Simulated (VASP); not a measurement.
Ga2B: single point with PBE

The system is Ga2B.

```
CELL_PARAMETERS angstrom
-3.59938 3.59938 1.71001
3.59938 -3.59938 1.71001
3.59938 3.59938 -1.71001
ATOMIC_POSITIONS crystal
Ga 0.37500 0.62500 0.75000
Ga 0.37500 0.12500 0.75000
Ga 0.37500 0.62500 0.25000
Ga 0.87500 0.62500 0.25000
B 0.00000 0.00000 0.00000
B 0.75000 0.25000 0.50000
```

The cell was generated, and may not be a known phase.

* Program: VASP 6.6.1
* Task: single point
* Functional: PBE
* Potentials or basis: VASP PAW PBE potentials, release 64 (Ga_d, B)
* Cutoff: 520 eV
* k mesh: 6 × 6 × 6
* Occupations: gaussian, width 0.1 eV
* Spin: no spin polarisation

```json
{
 "Pressure": "0.0 GPa",
 "Band gap on the k mesh": "zero (bands 29 and 30 overlap by 3.70 eV)"
}
```

Stress tensor (GPa, compression positive):
```
 0.14  0.00  0.00
 0.00  0.14  0.00
 0.00  0.00 -0.17
```

Levels at points of the mesh, in eV from the Fermi level:
| k point | band 26 | band 27 | band 28 | band 29 | band 30 | band 31 | band 32 | band 33 |
| --- | --- | --- | --- | --- | --- | --- | --- | --- |
| (0.00, 0.00, 0.00) | -2.03 | -2.03 | -0.48 | -0.26 | 0.74 | 2.15 | 2.39 | 3.10 |
| (0.50, 0.00, 0.00) | -3.84 | -2.55 | -2.19 | -1.51 | 0.45 | 0.51 | 1.33 | 3.12 |
| (0.50, 0.50, 0.00) | -4.69 | -0.08 | -0.08 | 0.97 | 0.97 | 2.60 | 2.60 | 5.14 |
| (0.50, 0.50, 0.50) | -0.83 | -0.71 | -0.71 | 2.61 | 2.61 | 3.46 | 3.46 | 3.71 |

Wall time 70 s on 1 thread of AMD EPYC 9R45 96-Core Processor (Zen 5), with other jobs on the host, peak memory 0.24 GiB.
